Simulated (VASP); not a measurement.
# MoSe (Fm-3m) in VASP: single point with PBEsol

Aim: the single point of MoSe with PBEsol.

Everything below comes from runs of VASP 6.6.1. Logs are shortened: lines on timing, memory, paths and dates and some standing lists are left out, and cuts for length are marked.

### 1 The cell of the first run

It takes space group Fm-3m (No. 225, cubic). The conventional cell has a = 5.151 Å, b = 5.151 Å, c = 5.151 Å, α = 90.00°, β = 90.00°, γ = 90.00°. Mo (site symmetry m-3m) has 6 Se at 2.58 Å within 3.4 Å. Se (site symmetry m-3m) has 6 Mo at 2.58 Å within 3.4 Å.

### 2 Single point, PBEsol, collinear spin

POSCAR

```
MoSe
1.0
    0.0000000000      2.5753605460      2.5753605460
    2.5753605460      0.0000000000      2.5753605460
    2.5753605460      2.5753605460      0.0000000000
Mo Se
1 1
Direct
    0.5000000000      0.5000000000      0.5000000000
    0.0000000000      0.0000000000      0.0000000000
```

INCAR.step1

```
PREC     = Accurate       # precision mode
ENCUT    = 400            # plane-wave cutoff, eV
EDIFF    = 1E-6           # SCF threshold, eV
ISMEAR   = 0              # smearing method
SIGMA    = 0.05           # smearing width, eV
LREAL    = False          # projectors in reciprocal space
LASPH    = True           # aspherical terms in the spheres
NELM     = 200            # most SCF steps
ALGO     = Normal         # electronic algorithm
ISIF     = 2              # what is computed and relaxed
LWAVE    = False          # write WAVECAR
LCHARG   = True           # write CHGCAR
ISPIN    = 2              # spin polarisation
MAGMOM   = 0.24 0         # initial moments
LMAXMIX  = 4              # l up to which the mixer works
GGA      = PS             # functional
NBANDS   = 21             # bands
GGA_COMPAT= False        
NEDOS    = 2001           # points of the DOS
LORBIT   = 11             # projections on sites
```

KPOINTS.step1

```
Automatic mesh
0
Gamma
  10 10 10
```

INCAR.step2

```
PREC     = Accurate       # precision mode
ENCUT    = 400            # plane-wave cutoff, eV
EDIFF    = 1E-6           # SCF threshold, eV
ISMEAR   = -5             # smearing method
SIGMA    = 0.05           # smearing width, eV
LREAL    = False          # projectors in reciprocal space
LASPH    = True           # aspherical terms in the spheres
NELM     = 200            # most SCF steps
ALGO     = Normal         # electronic algorithm
ISIF     = 2              # what is computed and relaxed
LWAVE    = False          # write WAVECAR
LCHARG   = False          # write CHGCAR
ISPIN    = 2              # spin polarisation
MAGMOM   = 0.24 0         # initial moments
LORBIT   = 10             # projections on sites
LMAXMIX  = 4              # l up to which the mixer works
GGA      = PS             # functional
NBANDS   = 21             # bands
NEDOS    = 2001           # points of the DOS
ICHARG   = 11             # starting density
GGA_COMPAT= False
```

KPOINTS.step2

```
Automatic mesh
0
Gamma
  15 15 15
```

Potentials or basis: VASP PAW PBE potentials, release 64 (Mo_sv, Se).

Run with:

```bash
cat potpaw_PBE.64/Mo_sv/POTCAR potpaw_PBE.64/Se/POTCAR > POTCAR
cp INCAR.step1 INCAR
cp KPOINTS.step1 KPOINTS
mpirun -np 1 vasp_std > vasp.out
cp INCAR.step2 INCAR
cp KPOINTS.step2 KPOINTS
mpirun -np 1 vasp_std > vasp.out
```

OUTCAR:

```text
PREC = Accurate
   ENCUT = 400
   EDIFF = 1E-6
   ISMEAR = -5
   LREAL = False
   LASPH = True
   NELM = 200
   ISIF = 2
   ISPIN = 2
   LORBIT = 10
   GGA = PS
   ICHARG = 11

 ion  position               nearest neighbor table
   1  0.500  0.500  0.500-   2 2.58   2 2.58   2 2.58   2 2.58   2 2.58   2 2.58
   2  0.000  0.000  0.000-   1 2.58   1 2.58   1 2.58   1 2.58   1 2.58   1 2.58

  LATTYP: Found a face centered cubic cell.
 ALAT       =     5.1507210920

  Lattice vectors:

 A1 = (   0.0000000000,   2.5753605460,   2.5753605460)
 A2 = (   2.5753605460,   0.0000000000,   2.5753605460)
 A3 = (   2.5753605460,   2.5753605460,   0.0000000000)

Analysis of symmetry for initial positions (statically):
=====================================================================
 Subroutine PRICEL returns:
 Original cell was already a primitive cell.

 Routine SETGRP: Setting up the symmetry group for a
 face centered cubic supercell.

 Subroutine GETGRP returns: Found 48 space group operations
 (whereof 48 operations were pure point group operations)
 out of a pool of 48 trial point group operations.

The static configuration has the point symmetry O_h .

Analysis of symmetry for dynamics (positions and initial velocities):
=====================================================================
 Subroutine PRICEL returns:
 Original cell was already a primitive cell.

 Routine SETGRP: Setting up the symmetry group for a
 face centered cubic supercell.

 Subroutine GETGRP returns: Found 48 space group operations
 (whereof 48 operations were pure point group operations)
 out of a pool of 48 trial point group operations.

The dynamic configuration has the point symmetry O_h .

Analysis of structural, dynamic, and magnetic symmetry:
=====================================================================
 Subroutine PRICEL returns:
 Original cell was already a primitive cell.

 Routine SETGRP: Setting up the symmetry group for a
 face centered cubic supercell.

 Subroutine GETGRP returns: Found 48 space group operations
 (whereof 48 operations were pure point group operations)
 out of a pool of 48 trial point group operations.

The overall configuration has the point symmetry O_h .

 Subroutine INISYM returns: Found 48 space group operations
 (whereof 48 operations are pure point group operations),
 and found     1 'primitive' translations

----------------------------------------------------------------------------------------

                                     Primitive cell

  volume of cell :      34.1621

  direct lattice vectors                    reciprocal lattice vectors
     0.000000000  2.575360546  2.575360546    -0.194147573  0.194147573  0.194147573
     2.575360546  0.000000000  2.575360546     0.194147573 -0.194147573  0.194147573
     2.575360546  2.575360546  0.000000000     0.194147573  0.194147573 -0.194147573

  length of vectors
     3.642109812  3.642109812  3.642109812     0.336273461  0.336273461  0.336273461

  position of ions in fractional coordinates (direct lattice)
     0.500000000  0.500000000  0.500000000
     0.000000000  0.000000000  0.000000000

  ion indices of the primitive-cell ions
   primitive index   ion index
                 1           1
                 2           2

----------------------------------------------------------------------------------------

 KPOINTS: Automatic mesh

Automatic generation of k-mesh.
 Grid dimensions read from file:
 generate k-points for:   15   15   15

 Generating k-lattice:

  Cartesian coordinates                     Fractional coordinates (reciprocal lattice)
    -0.012943172  0.012943172  0.012943172     0.066666667  0.000000000  0.000000000
     0.012943172 -0.012943172  0.012943172     0.000000000  0.066666667  0.000000000
     0.012943172  0.012943172 -0.012943172     0.000000000  0.000000000  0.066666667

  Length of vectors
     0.022418231  0.022418231  0.022418231

  Shift w.r.t. Gamma in fractional coordinates (k-lattice)
     0.000000000  0.000000000  0.000000000

 TETIRR: Found    484 inequivalent tetrahedra from    20250

 Subroutine IBZKPT returns following result:
 ===========================================

 Found    120 irreducible k-points:

 Following reciprocal coordinates:
            Coordinates               Weight
  0.000000  0.000000  0.000000      1.000000
  0.066667  0.000000  0.000000      8.000000
  0.133333  0.000000  0.000000      8.000000
  0.200000  0.000000  0.000000      8.000000
  0.266667  0.000000  0.000000      8.000000
  0.333333  0.000000  0.000000      8.000000
[... 16 lines left out ...]
  0.133333  0.133333  0.000000      6.000000
  0.200000  0.133333  0.000000     24.000000
 [... further k-points ...]
   k-points           NKPTS =    120   k-points in BZ     NKDIM =    120   number of bands    NBANDS=     21
   number of dos      NEDOS =   2001   number of ions     NIONS =      2
   total plane-waves  NPLWV =  13824
   dimension x,y,z NGX =    24 NGY =   24 NGZ =   24
   dimension x,y,z NGXF=    48 NGYF=   48 NGZF=   48
   ions per type =               1   1
   NGX,Y,Z   is equivalent  to a cutoff of  10.95, 10.95, 10.95 a.u.
   NGXF,Y,Z  is equivalent  to a cutoff of  21.91, 21.91, 21.91 a.u.
 SYSTEM =  unknown system
   PREC   = accura    normal or accurate (medium, high low for compatibility)
   ISTART =      0    job   : 0-new  1-cont  2-samecut
   ICHARG =     11    charge: 1-file 2-atom 10-const
   ISPIN  =      2    spin polarized calculation?
   LNONCOLLINEAR =      F non collinear calculations
   LSORBIT =      F    spin-orbit coupling
   LASPH  =      T    aspherical Exc in radial PAW
   ENCUT  =  400.0 eV  29.40 Ry    5.42 a.u.   5.94  5.94  5.94*2*pi/ulx,y,z
   NELM   =    200;   NELMIN=  2; NELMDL=  0     # of ELM steps
   EDIFF  = 0.1E-05   stopping-criterion for ELM
   LREAL  =      F    real-space projection
   EDIFFG = 0.1E-04   stopping-criterion for IOM
   NSW    =      0    number of steps for IOM
   IBRION =     -1    ionic relax: 0-MD 1-quasi-New 2-CG
   NFREE  =      0    steps in history (QN), initial steepest desc. (CG)
   ISIF   =      2    stress and relaxation
   ISYM   =      2    0-nonsym 1-usesym 2-fastsym
   POTIM  = 0.5000    time-step for ionic-motion
   TEBEG  =    0.0;   TEEND  =   0.0 temperature during run
   PSTRESS=    0.0 pullay stress
   NELECT =      20.0000    total number of electrons
   NUPDOWN=      -1.0000    fix difference up-down
   EMIN   =  10.00;   EMAX   =-10.00  energy-range for DOS
   EFERMI =   0.00;   METHOD = LEGACY
   ISMEAR =    -5;   SIGMA  =   0.05  broadening in eV -4-tet -1-fermi 0-gaus
   EFERMI_NEDOS =   21; number of points for ismear=-14 and -15
   IALGO  =     38    algorithm
   IMIX   =      4    mixing-type and parameters
     AMIX     =   0.40;   BMIX     =  1.00
     AMIX_MAG =   1.60;   BMIX_MAG =  1.00
  volume/ion in A,a.u.               =      17.08       115.27
  Fermi-wavevector in a.u.,A,eV,Ry     =   1.369526  2.588028 25.519089  1.875600
  Thomas-Fermi vector in A             =   2.495393
   LORBIT       =     10    0 simple, 1 ext, 2 COOP (PROOUT), +10 PAW based schemes
   GGA     = PS    functional components
   LHFCALC =     F    Hartree Fock is set to
   AEXX    =    0.0000 exact exchange contribution
   IVDW    =     0    specifies the selected vdW correction
   LEPSILON=     F    determine dielectric tensor
   LRPA    =     F    only Hartree local field effects (RPA)
 spin polarized calculation
 Fermi weights with tetrahedron method with Bloechl corrections
  energy-cutoff  :      400.00
  volume of cell :       34.16
 maximum number of plane-waves:       635

 number of electron      20.0000001 magnetization       0.1271155

 Free energy of the ion-electron system (eV)
  ---------------------------------------------------
  ext. energy  EPLUGINS =         0.00000000
  ---------------------------------------------------
  free energy    TOTEN  =       -14.59049543 eV

  energy without entropy =      -14.59049543  energy(sigma->0) =      -14.59049543

 E-fermi :  10.0267     XC(G=0): -12.1225

 val. band max:       10.1343152854   @ k =   0.1333   0.0000   0.0000
 cond. band min:       9.8870579611   @ k =  -0.1333   0.1333   0.0000
 fundamental gap:     -0.2472573243
 Fermi energy:        10.0266517308

 spin component 1

 k-point     1 :       0.0000    0.0000    0.0000
  band No.  band energies     occupation
      1     -51.1445      1.00000
      2     -25.2899      1.00000
      3     -25.2899      1.00000
      4     -25.2899      1.00000
      5      -6.1968      1.00000
      6       7.7571      1.00000
[... 13 lines left out ...]
     20      25.3253      0.00000
     21      25.3253      0.00000
[... 529 lines left out ...]
 k-point    24 :       0.2000    0.1333    0.0000
  band No.  band energies     occupation
      1     -51.1410      1.00000
      2     -25.3283      1.00000
      3     -25.3018      1.00000
      4     -25.2998      1.00000
      5      -5.7251      1.00000
      6       4.5302      1.00000
[... 13 lines left out ...]
     20      26.3956      0.00000
     21      27.6309      0.00000

 [... further k-points ...]

 spin component 2

 k-point     1 :       0.0000    0.0000    0.0000
  band No.  band energies     occupation
      1     -51.0717      1.00000
      2     -25.2105      1.00000
      3     -25.2105      1.00000
      4     -25.2105      1.00000
      5      -6.1874      1.00000
      6       7.7642      1.00000
[... 13 lines left out ...]
     20      25.3754      0.00000
     21      25.3754      0.00000
[... 529 lines left out ...]
 k-point    24 :       0.2000    0.1333    0.0000
  band No.  band energies     occupation
      1     -51.0682      1.00000
      2     -25.2491      1.00000
      3     -25.2225      1.00000
      4     -25.2205      1.00000
      5      -5.7164      1.00000
      6       4.5553      1.00000
[... 13 lines left out ...]
     20      26.4273      0.00000
     21      27.6740      0.00000

 [... further k-points ...]

------------------------ aborting loop because EDIFF is reached ----------------------------------------

  FORCE on cell =-STRESS in cart. coord.  units (eV):
  Direction    XX          YY          ZZ          XY          YZ          ZX
  --------------------------------------------------------------------------------------
  -------------------------------------------------------------------------------------
  Total       -0.1214086     -0.1214086     -0.1214086     -0.0000000      0.0000000      0.0000000
  in kB       -5.6939797     -5.6939797     -5.6939797     -0.0000000      0.0000000      0.0000000
  external PRESSURE =      -5.6939797 kB  Pullay stress =       0.0000000 kB

 VOLUME and BASIS-vectors are now :
 -----------------------------------------------------------------------------
  energy-cutoff  :      400.00
  volume of cell :       34.16
      direct lattice vectors                 reciprocal lattice vectors
     0.000000000  2.575360546  2.575360546    -0.194147573  0.194147573  0.194147573
     2.575360546  0.000000000  2.575360546     0.194147573 -0.194147573  0.194147573
     2.575360546  2.575360546  0.000000000     0.194147573  0.194147573 -0.194147573

 POSITION                                       TOTAL-FORCE (eV/Angst)
 -----------------------------------------------------------------------------------
      2.57536      2.57536      2.57536         0.000000     -0.000000     -0.000000
      0.00000      0.00000      0.00000        -0.000000      0.000000      0.000000
 -----------------------------------------------------------------------------------
    total drift:                               -0.000000     -0.000000      0.000000

  FREE ENERGIE OF THE ION-ELECTRON SYSTEM (eV)
  ---------------------------------------------------
  free  energy   TOTEN  =       -14.5904954306 eV

  energy  without entropy=      -14.5904954306  energy(sigma->0) =      -14.59049543

 total charge

# of ion       s       p       d       tot
------------------------------------------
    1        2.214   6.103   4.117  12.433
    2        1.430   2.401   0.135   3.966
--------------------------------------------------
tot          3.644   8.505   4.251  16.400

 magnetization (x)

# of ion       s       p       d       tot
------------------------------------------
    1        0.001   0.001   0.104   0.105
    2        0.000  -0.002   0.001  -0.001
--------------------------------------------------
tot          0.001  -0.001   0.104   0.105
```

It took 2 min on 1 thread of Intel Xeon 8259CL, shared host; peak memory 0.21 GiB.

Results:

* Net moment: 0.13 μB per cell
* Site moments: Mo +0.10; Se -0.00 μB
* Valence electrons inside the program's atomic spheres: Mo 12.43; Se 3.97

Levels at points of the mesh, in eV from the Fermi level:
Spin up:
```csv
k point,band 6,band 7,band 8,band 9,band 10,band 11,band 12,band 13,band 14,band 15
"(0.00, 0.00, 0.00)",-2.27,-2.27,-2.27,-2.13,-2.13,-2.13,-1.69,-1.69,2.97,7.86
```
Spin down:
| k point | band 6 | band 7 | band 8 | band 9 | band 10 | band 11 | band 12 | band 13 | band 14 | band 15 |
| --- | --- | --- | --- | --- | --- | --- | --- | --- | --- | --- |
| (0.00, 0.00, 0.00) | -2.26 | -2.26 | -2.26 | -2.05 | -2.05 | -2.05 | -1.63 | -1.63 | 3.00 | 7.87 |

Caveat: the PAW data sets were made with another functional, which shifts forces and pressure a little; tetrahedron occupations give inexact forces and stress in metals.
